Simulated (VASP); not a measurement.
# Cl (P6_3/mmc) in VASP: a series of runs

Cl is run at these levels: PBE; tasks: density of states, electric field gradients.

All numbers are computed with VASP 6.6.1; they aren't measurements. Logs are shortened: lines on timing, memory, paths and dates and some standing lists are left out, and cuts for length are marked.

### Step 1. The cell of the first run

It takes space group P6_3/mmc (No. 194, hexagonal). The conventional cell has a = 3.668 Å, b = 3.668 Å, c = 3.924 Å, α = 90.00°, β = 90.00°, γ = 120.00°. Within 3.8 Å of Cl (site symmetry -6m2) lie 12 Cl at 2.89 to 3.67 Å.

### Step 2. Density of states, PBE

Contents of POSCAR:

```
Cl
1.0
    3.6681474708      0.0000000000      0.0000000000
   -1.8340737354      3.1767088945      0.0000000000
    0.0000000000      0.0000000000      3.9242178968
Cl
2
Direct
    0.3333333333      0.6666666667      0.2500000000
    0.6666666667      0.3333333333      0.7500000000
```

Contents of INCAR.step1:

```
PREC = Accurate ; ENCUT = 520
EDIFF = 1E-7 ; ISMEAR = -1
SIGMA = 0.03 ; LREAL = F
LASPH = T ; NELM = 100
ALGO = Normal ; ISIF = 2
LWAVE = F ; LCHARG = T
GGA = PE ; NBANDS = 14
```

Contents of KPOINTS.step1:

```
regular mesh
0
Gamma
  19 19 10
```

Contents of INCAR.step2:

```
PREC = Accurate ; ENCUT = 520
EDIFF = 1E-7 ; ISMEAR = -5
SIGMA = 0.03 ; LREAL = F
LASPH = T ; NELM = 100
ALGO = Normal ; ISIF = 2
LWAVE = F ; LCHARG = F
GGA = PE ; LORBIT = 11
NEDOS = 1001 ; ICHARG = 11
```

Contents of KPOINTS.step2:

```
regular mesh
0
Gamma
  29 29 15
```

Potentials or basis: VASP PAW PBE potentials, release 64 (Cl).

Run with:

```console
cat potpaw_PBE.64/Cl/POTCAR > POTCAR
cp INCAR.step1 INCAR
cp KPOINTS.step1 KPOINTS
mpirun -np 1 vasp_std > vasp.out
cp INCAR.step2 INCAR
cp KPOINTS.step2 KPOINTS
mpirun -np 1 vasp_std > vasp.out
```

OUTCAR:

```text
PREC = Accurate
   ENCUT = 520
   EDIFF = 1E-7
   ISMEAR = -5
   LREAL = F
   LASPH = T
   NELM = 100
   ISIF = 2
   GGA = PE
   LORBIT = 11
   ICHARG = 11

 ion  position               nearest neighbor table
   1  0.333  0.667  0.250-
   2  0.667  0.333  0.750-

  LATTYP: Found a hexagonal cell.
 ALAT       =     3.6681474708
 C/A-ratio  =     1.0698091961

  Lattice vectors:

 A1 = (   3.6681474708,   0.0000000000,   0.0000000000)
 A2 = (  -1.8340737354,   3.1767088945,   0.0000000000)
 A3 = (   0.0000000000,   0.0000000000,   3.9242178968)

Analysis of symmetry for initial positions (statically):
=====================================================================
 Subroutine PRICEL returns:
 Original cell was already a primitive cell.

 Routine SETGRP: Setting up the symmetry group for a
 hexagonal supercell.

 Subroutine GETGRP returns: Found 24 space group operations
 (whereof 12 operations were pure point group operations)
 out of a pool of 24 trial point group operations.

The static configuration has the point symmetry D_3d.
 The point group associated with its full space group is D_6h.

Analysis of symmetry for dynamics (positions and initial velocities):
=====================================================================
 Subroutine PRICEL returns:
 Original cell was already a primitive cell.

 Routine SETGRP: Setting up the symmetry group for a
 hexagonal supercell.

 Subroutine GETGRP returns: Found 24 space group operations
 (whereof 12 operations were pure point group operations)
 out of a pool of 24 trial point group operations.

The dynamic configuration has the point symmetry D_3d.
 The point group associated with its full space group is D_6h.

 Subroutine INISYM returns: Found 24 space group operations
 (whereof 12 operations are pure point group operations),
 and found     1 'primitive' translations

----------------------------------------------------------------------------------------

                                     Primitive cell

  volume of cell :      45.7275

  direct lattice vectors                    reciprocal lattice vectors
     3.668147471  0.000000000  0.000000000     0.272617175  0.157395599  0.000000000
    -1.834073735  3.176708894  0.000000000     0.000000000  0.314791198  0.000000000
[... 94 lines left out ...]
   ISYM   =      2    0-nonsym 1-usesym 2-fastsym
   POTIM  = 0.5000    time-step for ionic-motion
   TEBEG  =    0.0;   TEEND  =   0.0 temperature during run
   PSTRESS=    0.0 pullay stress
   NELECT =      14.0000    total number of electrons
   NUPDOWN=      -1.0000    fix difference up-down
   EMIN   =  10.00;   EMAX   =-10.00  energy-range for DOS
   EFERMI =   0.00;   METHOD = LEGACY
   ISMEAR =    -5;   SIGMA  =   0.03  broadening in eV -4-tet -1-fermi 0-gaus
   EFERMI_NEDOS =   21; number of points for ismear=-14 and -15
   IALGO  =     38    algorithm
   IMIX   =      4    mixing-type and parameters
     AMIX     =   0.40;   BMIX     =  1.00
     AMIX_MAG =   1.60;   BMIX_MAG =  1.00
  volume/ion in A,a.u.               =      22.86       154.29
  Fermi-wavevector in a.u.,A,eV,Ry     =   1.103380  2.085086 16.564375  1.217447
  Thomas-Fermi vector in A             =   2.239837
   LORBIT       =     11    0 simple, 1 ext, 2 COOP (PROOUT), +10 PAW based schemes
   GGA     = PE    functional components
   LHFCALC =     F    Hartree Fock is set to
   AEXX    =    0.0000 exact exchange contribution
   IVDW    =     0    specifies the selected vdW correction
   LEPSILON=     F    determine dielectric tensor
   LRPA    =     F    only Hartree local field effects (RPA)
 non-spin polarized calculation
 Fermi weights with tetrahedron method with Bloechl corrections
  energy-cutoff  :      520.00
  volume of cell :       45.73
 maximum number of plane-waves:      1250
 NGX is ok and might be reduce to    28

 number of electron      13.9999997 magnetization

 Free energy of the ion-electron system (eV)
  ---------------------------------------------------
  ext. energy  EPLUGINS =         0.00000000
  ---------------------------------------------------
  free energy    TOTEN  =        -2.18761889 eV

  energy without entropy =       -2.18761889  energy(sigma->0) =       -2.18761889

 E-fermi :   1.4072     XC(G=0):  -9.0649

 val. band max:        1.4259632507   @ k =   0.3448   0.0000   0.1333
 cond. band min:       1.3916925128   @ k =   0.2414   0.1724   0.1333
 fundamental gap:     -0.0342707379
 Fermi energy:         1.4072439748

 k-point     1 :       0.0000    0.0000    0.0000
  band No.  band energies     occupation
      1     -14.1962      2.00000
      2     -11.3141      2.00000
      3      -2.4461      2.00000
      4      -0.6964      2.00000
      5      -0.6963      2.00000
      6       1.1838      2.00000
      7       1.1838      2.00000
      8       2.1923      0.00000
      9       9.0268      0.00000
     10       9.8072      0.00000
     11      13.4445      0.00000
[... 309 lines left out ...]
 k-point    24 :       0.3103    0.0345    0.0000
  band No.  band energies     occupation
      1     -13.5380      2.00000
      2     -11.8254      2.00000
      3      -1.7420      2.00000
      4      -1.6299      2.00000
      5      -1.3614      2.00000
      6       0.2737      2.00000
      7       0.9960      2.00000
      8       1.5925      0.00000
      9       9.5242      0.00000
     10      12.2170      0.00000
     11      12.8559      0.00000

 [... further k-points ...]
[... 5 lines left out ...]
  --------------------------------------------------------------------------------------
  -------------------------------------------------------------------------------------
  Total       -0.0192351     -0.0192351     -0.0978274      0.0000000     -0.0000000      0.0000000
  in kB       -0.6739512     -0.6739512     -3.4276292      0.0000000     -0.0000000      0.0000000
  external PRESSURE =      -1.5918439 kB  Pullay stress =       0.0000000 kB

 VOLUME and BASIS-vectors are now :
 -----------------------------------------------------------------------------
  energy-cutoff  :      520.00
  volume of cell :       45.73
      direct lattice vectors                 reciprocal lattice vectors
     3.668147471  0.000000000  0.000000000     0.272617175  0.157395599  0.000000000
    -1.834073735  3.176708894  0.000000000     0.000000000  0.314791198  0.000000000
     0.000000000  0.000000000  3.924217897     0.000000000  0.000000000  0.254827848

 POSITION                                       TOTAL-FORCE (eV/Angst)
 -----------------------------------------------------------------------------------
     -0.00000      2.11781      0.98105        -0.000000     -0.000000      0.000000
      1.83407      1.05890      2.94316         0.000000      0.000000      0.000000
 -----------------------------------------------------------------------------------
    total drift:                               -0.000000      0.000000     -0.000000

  FREE ENERGIE OF THE ION-ELECTRON SYSTEM (eV)
  ---------------------------------------------------
  free  energy   TOTEN  =        -2.1876188904 eV

  energy  without entropy=       -2.1876188904  energy(sigma->0) =       -2.18761889

 total charge

# of ion       s       p       d       tot
------------------------------------------
    1        1.643   3.256   0.000   4.898
    2        1.643   3.256   0.000   4.898
--------------------------------------------------
tot          3.286   6.511   0.000   9.797
```

Run time: 1.8 min. Hardware: 1 thread of Intel Xeon 6975P-C (Granite Rapids), shared host; peak memory 0.37 GiB.

Results:

| Quantity | Value |
| --- | --- |
| Valence electrons inside the program's atomic spheres | Cl 4.90 |

Levels at points of the mesh, in eV from the Fermi level:
```tsv
k point	band 4	band 5	band 6	band 7	band 8	band 9	band 10	band 11
(0.00, 0.00, 0.00)	-2.10	-2.10	-0.22	-0.22	0.79	7.62	8.40	12.04
```

Caveat: tetrahedron occupations give inexact forces and stress in metals.

### Step 3. Electric field gradients, PBE (volume scaled by 0.96)

Contents of INCAR:

```
PREC     = Accurate       # precision mode
ENCUT    = 520            # plane-wave cutoff, eV
EDIFF    = 1E-8           # SCF threshold, eV
ISMEAR   = -1             # smearing method
SIGMA    = 0.03           # smearing width, eV
LREAL    = False          # projectors in reciprocal space
LASPH    = True           # aspherical terms in the spheres
NELM     = 100            # most SCF steps
ALGO     = Normal         # electronic algorithm
ISIF     = 2              # what is computed and relaxed
LWAVE    = False          # write WAVECAR
LCHARG   = False          # write CHGCAR
GGA      = PE             # functional
LEFG     = True         
NBANDS   = 14             # bands
```

Contents of KPOINTS:

```
Automatic mesh
0
Gamma
  19 19 10
```

Contents of POSCAR:

```
Cl
1.0
    3.6185718332      0.0000000000      0.0000000000
   -1.8092859166      3.1337751329      0.0000000000
    0.0000000000      0.0000000000      3.8711814238
Cl
2
Direct
    0.3333333333      0.6666666667      0.2500000000
    0.6666666667      0.3333333333      0.7500000000
```

Potentials or basis: VASP PAW PBE potentials, release 64 (Cl).

Run with:

```console
cat potpaw_PBE.64/Cl/POTCAR > POTCAR
mpirun -np 1 vasp_std > vasp.out
```

OUTCAR:

```text
PREC = Accurate
   ENCUT = 520
   EDIFF = 1E-8
   ISMEAR = -1
   LREAL = False
   LASPH = True
   NELM = 100
   ISIF = 2
   GGA = PE

 ion  position               nearest neighbor table
   1  0.333  0.667  0.250-
   2  0.667  0.333  0.750-

  LATTYP: Found a hexagonal cell.
 ALAT       =     3.6185718332
 C/A-ratio  =     1.0698091961

  Lattice vectors:

 A1 = (   3.6185718332,   0.0000000000,   0.0000000000)
 A2 = (  -1.8092859166,   3.1337751329,   0.0000000000)
 A3 = (   0.0000000000,   0.0000000000,   3.8711814238)

Analysis of symmetry for initial positions (statically):
=====================================================================
 Subroutine PRICEL returns:
 Original cell was already a primitive cell.

 Routine SETGRP: Setting up the symmetry group for a
 hexagonal supercell.

 Subroutine GETGRP returns: Found 24 space group operations
 (whereof 12 operations were pure point group operations)
 out of a pool of 24 trial point group operations.

The static configuration has the point symmetry D_3d.
 The point group associated with its full space group is D_6h.

Analysis of symmetry for dynamics (positions and initial velocities):
=====================================================================
 Subroutine PRICEL returns:
 Original cell was already a primitive cell.

 Routine SETGRP: Setting up the symmetry group for a
 hexagonal supercell.

 Subroutine GETGRP returns: Found 24 space group operations
 (whereof 12 operations were pure point group operations)
 out of a pool of 24 trial point group operations.

The dynamic configuration has the point symmetry D_3d.
 The point group associated with its full space group is D_6h.
[... 166 lines left out ...]
     11      13.8760      0.00000
     12      13.8760      0.00000
     13      15.3651      0.00000
     14      15.3651      0.00000
[... 377 lines left out ...]
      1     -13.0969      2.00000
      2     -11.5843      2.00000
      3      -1.7949      2.00000
      4      -1.1053      2.00000
      5      -1.0037      2.00000
      6       0.5671      2.00000
      7       1.1235      2.00000
      8       2.0548      0.00768
      9       9.9388      0.00000
     10      12.6891      0.00000
     11      12.8357      0.00000
     12      13.8521      0.00000
     13      15.0666      0.00000
     14      17.0635      0.00000

 [... further k-points ...]
[... 5 lines left out ...]
  --------------------------------------------------------------------------------------
  -------------------------------------------------------------------------------------
  Total        0.3017605      0.3017605      0.5214284     -0.0000000     -0.0000000      0.0000000
  in kB       11.0134781     11.0134781     19.0307856     -0.0000000     -0.0000000      0.0000000
  external PRESSURE =      13.6859139 kB  Pullay stress =       0.0000000 kB

 VOLUME and BASIS-vectors are now :
 -----------------------------------------------------------------------------
  energy-cutoff  :      520.00
  volume of cell :       43.90
      direct lattice vectors                 reciprocal lattice vectors
     3.618571833  0.000000000  0.000000000     0.276352121  0.159551971  0.000000000
    -1.809285917  3.133775133  0.000000000     0.000000000  0.319103943  0.000000000
     0.000000000  0.000000000  3.871181424     0.000000000  0.000000000  0.258319074

 POSITION                                       TOTAL-FORCE (eV/Angst)
 -----------------------------------------------------------------------------------
     -0.00000      2.08918      0.96780        -0.000000      0.000000      0.000000
      1.80929      1.04459      2.90339         0.000000     -0.000000      0.000000
 -----------------------------------------------------------------------------------
    total drift:                                0.000000     -0.000000      0.000000

  FREE ENERGIE OF THE ION-ELECTRON SYSTEM (eV)
  ---------------------------------------------------
  free  energy   TOTEN  =        -2.1857588549 eV

  energy  without entropy=       -2.1769304692  energy(sigma->0) =       -2.18134466

 Electric field gradients (V/A^2)
---------------------------------------------------------------------
 ion       V_xx      V_yy      V_zz      V_xy      V_xz      V_yz
---------------------------------------------------------------------
   1     -70.400   -70.400   140.800    -0.000    -0.000     0.000
   2     -70.400   -70.400   140.800    -0.000     0.000    -0.000
---------------------------------------------------------------------

 Electric field gradients after diagonalization (V/A^2)
 (convention: |V_zz| > |V_xx| > |V_yy|)
----------------------------------------------------------------------
 ion       V_xx      V_yy      V_zz     asymmetry (V_yy - V_xx)/ V_zz
----------------------------------------------------------------------
   1     -70.400   -70.400   140.800       0.000
   2     -70.400   -70.400   140.800       0.000
----------------------------------------------------------------------

           NMR quadrupolar parameters

 Cq : quadrupolar parameter    Cq=e*Q*V_zz/h
 eta: asymmetry parameters     (V_yy - V_xx)/ V_zz
 Q  : nuclear electric quadrupole moment in mb (millibarn)
----------------------------------------------------------------------
 ion       Cq(MHz)       eta       Q (mb)
----------------------------------------------------------------------
   1       0.340       0.000       1.000
   2       0.340       0.000       1.000
----------------------------------------------------------------------
```

Run time: 47 s. Hardware: 1 thread of Intel Xeon 6975P-C (Granite Rapids), shared host; peak memory 0.23 GiB.

What came out:

```
Free energy            : -2.1858 eV
Pressure               : 1.4 GPa
Band gap on the k mesh : zero (band 7 reaches 2.68 eV, above the bottom of band 8 at 0.65 eV)
```

Stress tensor (GPa, compression positive):
```
1.10 0.00 0.00
0.00 1.10 0.00
0.00 0.00 1.90
```

Electric field gradients, principal values (V/Å²):
```
atom    least   middle  greatest (by size)
1 Cl  -70.400  -70.400             140.800
2 Cl  -70.400  -70.400             140.800
```

Caveat: without QUAD_EFG the Cq values of the log hold for a quadrupole moment of 1 mb, not for the nuclei.
